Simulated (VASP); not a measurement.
Here is a VASP 6.6.1 calculation.

Contents of INCAR:

```
ALGO = Normal
EDIFF = 1E-6
ENCUT = 520
GGA = CA
ISIF = 2
ISMEAR = 0
LASPH = True
LCHARG = False
LREAL = False
LWAVE = False
NBANDS = 28
NELM = 60
PREC = Accurate
SIGMA = 0.05
```

KPOINTS

```
k-points
0
Gamma
  10 6 8
```

File POSCAR:

```
SnO
1.0
    3.3550050000      0.0000000000      0.0000000000
    0.0000000000      5.6741040000      0.0000000000
    0.0000000000      0.0000000000      4.2219700000
Sn O
2 2
Direct
    0.0000000000      0.2319090000      0.5131440000
    0.5000000000      0.7680910000      0.0131440000
    0.0000000000      0.8912500000      0.7368570000
    0.5000000000      0.1087500000      0.2368570000
```

Potentials or basis: VASP PAW LDA potentials, release 64 (Sn_d, O).

Run with:

```sh
$ cat potpaw_LDA.64/Sn_d/POTCAR potpaw_LDA.64/O/POTCAR > POTCAR
$ mpirun -np 1 vasp_std > vasp.out
```

Q: Predict the pressure.

A: -5.2 GPa.

Q: Predict the largest force.

A: 0.645 eV/Å.

Forces in eV/Å, atoms in the order of the input:
```
Sn   0.000 -0.616 -0.192
Sn   0.000  0.616 -0.192
O    0.000  0.178  0.192
O    0.000 -0.178  0.192
```
